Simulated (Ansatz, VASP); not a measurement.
## One calculation of ZnSe2, two programs

Contents of INCAR:

```
PREC = Accurate
ENCUT = 520
EDIFF = 1E-7
ISMEAR = 0
SIGMA = 0.05
LREAL = F
LASPH = T
NELM = 100
ALGO = Normal
ISIF = 2
LWAVE = F
LCHARG = T
GGA = PS
LELF = T
LVHAR = T
NBANDS = 60
```

Contents of KPOINTS:

```
regular mesh
0
Gamma
  6 6 6
```

The input POSCAR:

```
ZnSe2
1.0
    6.1487751351      0.0000000000      0.0000000000
    0.0000000000      6.1487751351      0.0000000000
    0.0000000000      0.0000000000      6.9370481074
Zn Se
4 8
Direct
    0.5000000000      0.5000000000      0.0000000000
    0.5000000000      0.0000000000      0.5000000000
    0.0000000000      0.5000000000      0.5000000000
    0.0000000000      0.0000000000      0.0000000000
    0.1099579274      0.8900420726      0.3900420726
    0.8900420726      0.3900420726      0.1099579274
    0.3900420726      0.1099579274      0.8900420726
    0.6099579274      0.6099579274      0.6099579274
    0.8900420726      0.1099579274      0.6099579274
    0.1099579274      0.6099579274      0.8900420726
    0.6099579274      0.8900420726      0.1099579274
    0.3900420726      0.3900420726      0.3900420726
```

Input for Ansatz:

```yaml
crystal:
  lattice:
    - [6.1487751351, 0.0, 0.0]
    - [0.0, 6.1487751351, 0.0]
    - [0.0, 0.0, 6.9370481074]
  atoms:
    - { symbol: Zn, position: [0.5, 0.5, 0.0] }
    - { symbol: Zn, position: [0.5, 0.0, 0.5] }
    - { symbol: Zn, position: [0.0, 0.5, 0.5] }
    - { symbol: Zn, position: [0.0, 0.0, 0.0] }
    - { symbol: Se, position: [0.1099579274, 0.8900420726, 0.3900420726] }
    - { symbol: Se, position: [0.8900420726, 0.3900420726, 0.1099579274] }
    - { symbol: Se, position: [0.3900420726, 0.1099579274, 0.8900420726] }
    - { symbol: Se, position: [0.6099579274, 0.6099579274, 0.6099579274] }
    - { symbol: Se, position: [0.8900420726, 0.1099579274, 0.6099579274] }
    - { symbol: Se, position: [0.1099579274, 0.6099579274, 0.8900420726] }
    - { symbol: Se, position: [0.6099579274, 0.8900420726, 0.1099579274] }
    - { symbol: Se, position: [0.3900420726, 0.3900420726, 0.3900420726] }
basis:
  ecutwfc: 520.0
kpoints:
  mp_grid: { grid: [6, 6, 6] }
hamiltonian:
  xc: pbesol
  pseudopotentials: { kind: paw, azcp: { folder: soft_1 } }
scf:
  occupations: { method: gaussian, width: 0.05 }
output:
  forces: true
  stress: true
  eigenvalues: true
```

Alike in both runs: task single point; functional PBEsol; k mesh 6 × 6 × 6; occupations gaussian, width 0.05 eV; no spin polarisation.

|  | VASP | Ansatz |
| --- | --- | --- |
| version | VASP 6.6.1 | Ansatz 0.2.0 |
| potentials or method | VASP PAW PBE potentials, release 64 (Zn, Se), cutoff 520 eV | scalar-relativistic, plane waves, PAW |
| valence electrons in the cell | 96 | 176 |

Ansatz gave:

```
gap on the k mesh at the Fermi level (eV)                     : 0.32
least direct gap on the mesh (eV)                             : 0.62
pressure (GPa)                                                : -4.0
traceless stress, the component that is largest in VASP (GPa) : -2.20
rms of the force components (eV/Å)                            : 0.236
```

**Question.** Estimate VASP's values.

**Answer.** gap on the k mesh at the Fermi level (eV): 0.32; least direct gap on the mesh (eV): 0.62; pressure (GPa): -3.8; traceless stress, the component that is largest in VASP (GPa): -2.25; rms of the force components (eV/Å): 0.226.

VASP's potentials were made for PBE, not for PBEsol, and Ansatz warns of the same on its side. Atom by atom the forces differ by 0.010 eV/Å (rms over components). The functional is the same, so the differences come from potentials, cutoffs and numerics. VASP's potentials hold 96 valence electrons a cell and Ansatz's 176, so a difference there can come from the potentials and not from the codes.
